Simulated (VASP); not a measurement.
Input of a VASP 6.6.1 run:

Contents of INCAR:

```
PREC = Accurate ; ENCUT = 520
EDIFF = 1E-6 ; ISMEAR = -1
SIGMA = 0.05 ; LREAL = False
LASPH = True ; NELM = 100
ALGO = Normal ; ISIF = 2
LWAVE = False ; LCHARG = False
GGA = PS ; NBANDS = 26
```

KPOINTS

```
regular mesh
0
Gamma
  9 9 6
```

The input POSCAR:

```
CdTe
1.0
    3.0027164828     -3.0314359883      0.0000000000
    3.0027164828      3.0314359883      0.0000000000
    0.0000000000      0.0000000000      5.9663180922
Cd Te
2 2
Direct
    0.2770300000      0.7229700000      0.7500000000
    0.7229700000      0.2770300000      0.2500000000
    0.7661370000      0.2338630000      0.7500000000
    0.2338630000      0.7661370000      0.2500000000
```

Potentials or basis: VASP PAW PBE potentials, release 64 (Cd, Te).

Launch:

```sh
$ cat potpaw_PBE.64/Cd/POTCAR potpaw_PBE.64/Te/POTCAR > POTCAR
$ mpirun -np 1 vasp_std > vasp.out
```

Problem. Estimate the band gap on the k mesh.

Solution. Zero (bands 18 and 19 overlap by 1.30 eV).

Problem. What does it give for the largest force?

Solution. 0.069 eV/Å.

Problem. Predict the pressure.

Solution. -0.1 GPa.

Stress tensor (GPa, compression positive):
```
-0.22  0.00  0.00
 0.00 -0.35  0.00
 0.00  0.00  0.28
```

Caveat: the PAW data sets were made with another functional, which shifts forces and pressure a little; spin-orbit coupling is left out, which moves the levels of the heavy elements.
